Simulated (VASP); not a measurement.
Input of a VASP 6.6.1 run:

INCAR

```
SYSTEM = SnO2
ALGO = Normal ; EDIFF = 1E-6
ENCUT = 520 ; GGA = PS
ISIF = 2 ; ISMEAR = 0
IVDW = 12 ; LASPH = .True.
LCHARG = .False. ; LREAL = .False.
LWAVE = .False. ; NBANDS = 35
NELM = 80 ; PREC = Accurate
SIGMA = 0.05
```

The input KPOINTS:

```
k-points
0
Gamma
  12 12 4
  0 0 0
```

File POSCAR:

```
SnO2
1.0
    3.2573905445      0.0000000000      0.0000000000
   -1.6286952722      2.8209829616      0.0000000000
    0.0000000000      0.0000000000     10.3662620314
Sn O
2 4
Direct
   -0.1948457596      0.0000000000      0.5000000000
    0.1948457596      0.0000000000      0.0000000000
    0.4690545010      0.3333333333      0.4003665319
    0.8642788324      0.3333333333      0.0996334681
    0.1357211676      0.6666666667      0.5996334681
    0.5309454990      0.6666666667      0.9003665319
```

Potentials or basis: VASP PAW PBE potentials, release 64 (Sn_d, O).

Run with:

```bash
$ cat potpaw_PBE.64/Sn_d/POTCAR potpaw_PBE.64/O/POTCAR > POTCAR
$ mpirun -np 1 vasp_std > vasp.out
```

What does it give for the largest force?

0.670 eV/Å.

Estimate the band gap on the k mesh.

1.83 eV (least direct gap 2.09 eV).

Stress tensor (GPa, compression positive):
```
-10.17   0.00   0.00
  0.00 -10.49   0.00
  0.00   0.00  -6.59
```

Caveat: the cell differs from its parent crystal (atoms displaced along a vibrational mode, the cell strained); the cell stands under tension; the PAW data sets were made with another functional, which shifts forces and pressure a little; spin-orbit coupling is left out, which moves the levels of the heavy elements. A k mesh can miss the band edges.
